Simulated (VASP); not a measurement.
# Zn (Fd-3m) in VASP: density of states with PBE

Aim: the density of states of Zn with PBE.

Program: VASP 6.6.1. These are calculated values, not measurements. Logs are shortened: lines on timing, memory, paths and dates and some standing lists are left out, and cuts for length are marked.

### 1 The cell of the first run

It takes space group Fd-3m (No. 227, cubic). Conventional cell: a = 5.186 Å, b = 5.186 Å, c = 5.186 Å, α = 90.00°, β = 90.00°, γ = 90.00°. Within 3.0 Å of Zn (site symmetry -43m) lie 4 Zn at 2.25 Å.

### 2 Density of states, PBE

The input, POSCAR:

```
Zn
1.0
    0.0000000000      2.5930490000      2.5930490000
    2.5930490000      0.0000000000      2.5930490000
    2.5930490000      2.5930490000      0.0000000000
Zn
2
Direct
    0.0000000000      0.0000000000      0.0000000000
    0.2500000000      0.2500000000      0.2500000000
```

The input, INCAR.step1:

```
SYSTEM = Zn
ALGO = Normal ; EDIFF = 1E-7
ENCUT = 520 ; GGA = PE
ISIF = 2 ; ISMEAR = -1
LASPH = .True. ; LCHARG = .True.
LREAL = .False. ; LWAVE = .False.
NBANDS = 19 ; NELM = 100
PREC = Accurate ; SIGMA = 0.1
```

The input, KPOINTS.step1:

```
k-points
0
Gamma
  11 11 11
  0 0 0
```

The input, INCAR.step2:

```
SYSTEM = Zn
ALGO = Normal ; EDIFF = 1E-7
ENCUT = 520 ; GGA = PE
ICHARG = 11 ; ISIF = 2
ISMEAR = -5 ; LASPH = .True.
LCHARG = .False. ; LORBIT = 11
LREAL = .False. ; LWAVE = .False.
NBANDS = 19 ; NEDOS = 1001
NELM = 100 ; PREC = Accurate
SIGMA = 0.1
```

The input, KPOINTS.step2:

```
k-points
0
Gamma
  17 17 17
  0 0 0
```

Potentials or basis: VASP PAW PBE potentials, release 64 (Zn).

Started as:

```sh
$ cat potpaw_PBE.64/Zn/POTCAR > POTCAR
$ cp INCAR.step1 INCAR
$ cp KPOINTS.step1 KPOINTS
$ mpirun -np 1 vasp_std > vasp.out
$ cp INCAR.step2 INCAR
$ cp KPOINTS.step2 KPOINTS
$ mpirun -np 1 vasp_std > vasp.out
```

OUTCAR:

```text
SYSTEM = Zn
   EDIFF = 1E-7
   ENCUT = 520
   GGA = PE
   ICHARG = 11
   ISIF = 2
   ISMEAR = -5
   LASPH = .True.
   LORBIT = 11
   LREAL = .False.
   NELM = 100
   PREC = Accurate

 ion  position               nearest neighbor table
   1  0.000  0.000  0.000-   2 2.25   2 2.25   2 2.25   2 2.25
   2  0.250  0.250  0.250-   1 2.25   1 2.25   1 2.25   1 2.25

  LATTYP: Found a face centered cubic cell.
 ALAT       =     5.1860980000

  Lattice vectors:

 A1 = (   0.0000000000,   2.5930490000,   2.5930490000)
 A2 = (   2.5930490000,   0.0000000000,   2.5930490000)
 A3 = (   2.5930490000,   2.5930490000,   0.0000000000)

Analysis of symmetry for initial positions (statically):
=====================================================================
 Subroutine PRICEL returns:
 Original cell was already a primitive cell.

 Routine SETGRP: Setting up the symmetry group for a
 face centered cubic supercell.

 Subroutine GETGRP returns: Found 48 space group operations
 (whereof 24 operations were pure point group operations)
 out of a pool of 48 trial point group operations.

The static configuration has the point symmetry T_d .
 The point group associated with its full space group is O_h .

Analysis of symmetry for dynamics (positions and initial velocities):
=====================================================================
 Subroutine PRICEL returns:
 Original cell was already a primitive cell.

 Routine SETGRP: Setting up the symmetry group for a
 face centered cubic supercell.

 Subroutine GETGRP returns: Found 48 space group operations
 (whereof 24 operations were pure point group operations)
 out of a pool of 48 trial point group operations.

The dynamic configuration has the point symmetry T_d .
 The point group associated with its full space group is O_h .

 Subroutine INISYM returns: Found 48 space group operations
 (whereof 24 operations are pure point group operations),
 and found     1 'primitive' translations

----------------------------------------------------------------------------------------

                                     Primitive cell

  volume of cell :      34.8708

  direct lattice vectors                    reciprocal lattice vectors
     0.000000000  2.593049000  2.593049000    -0.192823198  0.192823198  0.192823198
     2.593049000  0.000000000  2.593049000     0.192823198 -0.192823198  0.192823198
     2.593049000  2.593049000  0.000000000     0.192823198  0.192823198 -0.192823198

  length of vectors
[... 89 lines left out ...]
   NFREE  =      0    steps in history (QN), initial steepest desc. (CG)
   ISIF   =      2    stress and relaxation
   ISYM   =      2    0-nonsym 1-usesym 2-fastsym
   POTIM  = 0.5000    time-step for ionic-motion
   TEBEG  =    0.0;   TEEND  =   0.0 temperature during run
   PSTRESS=    0.0 pullay stress
   NELECT =      24.0000    total number of electrons
   NUPDOWN=      -1.0000    fix difference up-down
   EMIN   =  10.00;   EMAX   =-10.00  energy-range for DOS
   EFERMI =   0.00;   METHOD = LEGACY
   ISMEAR =    -5;   SIGMA  =   0.10  broadening in eV -4-tet -1-fermi 0-gaus
   EFERMI_NEDOS =   21; number of points for ismear=-14 and -15
   IALGO  =     38    algorithm
   IMIX   =      4    mixing-type and parameters
     AMIX     =   0.40;   BMIX     =  1.00
     AMIX_MAG =   1.60;   BMIX_MAG =  1.00
  volume/ion in A,a.u.               =      17.44       117.66
  Fermi-wavevector in a.u.,A,eV,Ry     =   1.445410  2.731430 28.425446  2.089211
  Thomas-Fermi vector in A             =   2.563595
   LORBIT       =     11    0 simple, 1 ext, 2 COOP (PROOUT), +10 PAW based schemes
   GGA     = PE    functional components
   LHFCALC =     F    Hartree Fock is set to
   AEXX    =    0.0000 exact exchange contribution
   IVDW    =     0    specifies the selected vdW correction
   LEPSILON=     F    determine dielectric tensor
   LRPA    =     F    only Hartree local field effects (RPA)
 non-spin polarized calculation
 Fermi weights with tetrahedron method with Bloechl corrections
  energy-cutoff  :      520.00
  volume of cell :       34.87
 maximum number of plane-waves:       954

 number of electron      23.9999973 magnetization

 Free energy of the ion-electron system (eV)
  ---------------------------------------------------
  ext. energy  EPLUGINS =         0.00000000
  ---------------------------------------------------
  free energy    TOTEN  =        -0.53956934 eV

  energy without entropy =       -0.53956934  energy(sigma->0) =       -0.53956934

 E-fermi :   1.9468     XC(G=0): -10.5842

 val. band max:        1.9112922578   @ k =   0.4118   0.3529   0.0588
 cond. band min:       1.9266654822   @ k =  -0.3529   0.4706   0.1765
 fundamental gap:      0.0153732245
 Fermi energy:         1.9467971169

 k-point     1 :       0.0000    0.0000    0.0000
  band No.  band energies     occupation
      1      -7.4775      2.00000
      2      -6.4510      2.00000
      3      -6.4510      2.00000
      4      -6.4510      2.00000
      5      -6.4110      2.00000
      6      -6.4110      2.00000
[... 505 lines left out ...]
      6      -6.2667      2.00000
[... 11 lines left out ...]
     18      13.3475      0.00000
     19      14.4070      0.00000

 [... further k-points ...]

------------------------ aborting loop because EDIFF is reached ----------------------------------------

  FORCE on cell =-STRESS in cart. coord.  units (eV):
  Direction    XX          YY          ZZ          XY          YZ          ZX
  --------------------------------------------------------------------------------------
  -------------------------------------------------------------------------------------
  Total        5.0654911      5.0654911      5.0654911      0.0000000     -0.0000000      0.0000000
  in kB      232.7394356    232.7394356    232.7394356      0.0000000     -0.0000000      0.0000000
  external PRESSURE =     232.7394356 kB  Pullay stress =       0.0000000 kB

 VOLUME and BASIS-vectors are now :
 -----------------------------------------------------------------------------
  energy-cutoff  :      520.00
  volume of cell :       34.87
      direct lattice vectors                 reciprocal lattice vectors
     0.000000000  2.593049000  2.593049000    -0.192823198  0.192823198  0.192823198
     2.593049000  0.000000000  2.593049000     0.192823198 -0.192823198  0.192823198
     2.593049000  2.593049000  0.000000000     0.192823198  0.192823198 -0.192823198

 POSITION                                       TOTAL-FORCE (eV/Angst)
 -----------------------------------------------------------------------------------
      0.00000      0.00000      0.00000         0.000000      0.000000      0.000000
      1.29652      1.29652      1.29652        -0.000000     -0.000000     -0.000000
 -----------------------------------------------------------------------------------
    total drift:                                0.000000      0.000000      0.000000

  FREE ENERGIE OF THE ION-ELECTRON SYSTEM (eV)
  ---------------------------------------------------
  free  energy   TOTEN  =        -0.5395693404 eV

  energy  without entropy=       -0.5395693404  energy(sigma->0) =       -0.53956934

 total charge

# of ion       s       p       d       tot
------------------------------------------
    1        0.782   0.470   9.736  10.989
    2        0.782   0.470   9.736  10.989
--------------------------------------------------
tot          1.565   0.940  19.472  21.977
```

Wall time 2.2 min (1 thread of Intel Xeon 8259CL, shared host); peak memory 0.21 GiB.

What came out:

| Property | Result |
| --- | --- |
| Valence electrons inside the program's atomic spheres | Zn 10.99 |

Caveat: tetrahedron occupations give inexact forces and stress in metals.
